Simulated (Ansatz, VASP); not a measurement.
## SiGe3: VASP beside Ansatz

```
Si Ge
1.0
     4.87166    0.00000    0.00000
     0.00000    5.72832    0.00000
     0.00000    0.00000    5.18689
Si Ge
2 6
Direct
  0.00000 0.00000 0.72945
  0.50000 0.50000 0.27055
  0.50000 0.00000 0.27919
  0.00000 0.50000 0.72081
  0.00000 0.25307 0.22720
  0.50000 0.24693 0.77280
  0.00000 0.74693 0.22720
  0.50000 0.75307 0.77280
```

Change from the starting cell: species swapped into the Ag3Sb type (Pmmn, No. 59).

Alike in both runs: functional PBE; k mesh 4 × 3 × 3; occupations gaussian, width 0.2 eV; no spin polarisation.

Ansatz relaxed the structure, and its values are those at the end. VASP's run is a single point on that final structure, the one shown.

```csv
,VASP,Ansatz
version,VASP 6.6.1,Ansatz 0.2.0
potentials or method,"VASP PAW PBE potentials, release 64 (Si, Ge_d), cutoff 500 eV","scalar-relativistic, plane waves, PAW"
valence electrons in the cell,92,92
```

|  | VASP | Ansatz | Ansatz less VASP |
| --- | --- | --- | --- |
| gap on the k mesh at the Fermi level (eV) | none | none | - |
| pressure (GPa) | 0.1 | 0.2 | +0.10 |
| rms of the force components (eV/Å) | 0.004 | 0.004 | +0.0005 |

A gap of «none» marks a metal or a gap that the smearing closes. The functional is the same, so the differences come from potentials, cutoffs and numerics.

The k mesh is coarse, so the values compare programs but aren't converged.
